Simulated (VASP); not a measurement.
C: single point with PBE

C:

```
C
1.0
     0.00000    1.83272    1.69209
     1.83272    0.00000    1.69209
     1.83272    1.83272    0.00000
C
2
Direct
  0.50000 0.50000 0.50000
  0.75000 0.75000 0.75000
```

This cell differs from its parent crystal: strain +e along x and -e along y +0.0000, strain +e along z and -e/2 along x and y -0.0525.

| Item | Value |
| --- | --- |
| Program | VASP 6.6.1 |
| Task | single point |
| Functional | PBE |
| Potentials or basis | VASP PAW PBE potentials, release 64 (C) |
| Cutoff | 520 eV |
| k mesh | 12 × 12 × 12 |
| Occupations | gaussian, width 0.05 eV |
| Spin | no spin polarisation |

The pressure is 1.7 GPa. The band gap on the k mesh is 2.20 eV, indirect (least direct gap 4.25 eV).

Stress tensor (GPa, compression positive):
```
-20.97   0.00   0.00
  0.00 -20.97   0.00
  0.00   0.00  46.92
```

Levels at points of the mesh, in eV from the valence-band top:
```csv
k point,band 1,band 2,band 3,band 4,band 5,band 6,band 7,band 8
"(0.00, 0.00, 0.00)",-22.18,-1.10,-1.10,0.00,4.25,5.24,5.24,12.46
"(0.50, 0.00, 0.00)",-16.39,-14.07,-4.19,-2.86,6.63,7.37,9.45,15.01
"(0.50, 0.50, 0.00)",-12.63,-12.63,-7.76,-7.76,2.81,2.81,16.26,16.26
"(0.50, 0.00, 0.50)",-13.88,-13.88,-6.57,-6.57,4.69,4.69,15.59,15.59
```

Wall time 9 s on 1 thread of Intel(R) Xeon(R) Platinum 8559C (Emerald Rapids), on a shared host, peak memory 0.12 GiB.

Caveat: the cell differs from its parent crystal (strain +e along x and -e along y +0.0000, strain +e along z and -e/2 along x and y -0.0525). A k mesh can miss the band edges.
